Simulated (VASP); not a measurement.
Here is a VASP 6.6.1 calculation.

Contents of INCAR:

```
SYSTEM = BeTe
ALGO = Normal ; EDIFF = 1E-6
EDIFFG = -0.005 ; ENCUT = 600
GGA = CA ; IBRION = 2
ISIF = 3 ; ISMEAR = -1
LASPH = .True. ; LCHARG = .False.
LREAL = .False. ; LWAVE = .False.
NELM = 60 ; NSW = 80
PREC = Accurate ; SIGMA = 0.02
```

The input KPOINTS:

```
k-points
0
Gamma
  8 8 8
  0 0 0
```

File POSCAR:

```
BeTe
1.0
    0.0000000000      2.8318743933      2.8318743933
    2.8318743933      0.0000000000      2.8318743933
    2.8318743933      2.8318743933      0.0000000000
Be Te
1 1
Direct
    0.0000000000      0.0000000000      0.0000000000
    0.2500000000      0.2500000000      0.2500000000
```

Potentials or basis: VASP PAW LDA potentials, release 64 (Be, Te).

Command:

```console
$ cat potpaw_LDA.64/Be/POTCAR potpaw_LDA.64/Te/POTCAR > POTCAR
$ mpirun -np 1 vasp_std > vasp.out
```

Task: Estimate the relaxed volume.

Result: 21.51 Å³/atom.

Task: Predict the relaxed cell.

Result: a = 3.933 Å, b = 3.933 Å, c = 3.933 Å, α = 60.00°, β = 60.00°, γ = 60.00°.

Final structure:
```xyz
2
Lattice="0.0000 2.7810 2.7810 2.7810 0.0000 2.7810 2.7810 2.7810 0.0000" Properties=species:S:1:pos:R:3 pbc="T T T"
Be    0.0000    0.0000    0.0000
Te    1.3905    1.3905    1.3905
```

 LDA usually gives volumes a few per cent too small.
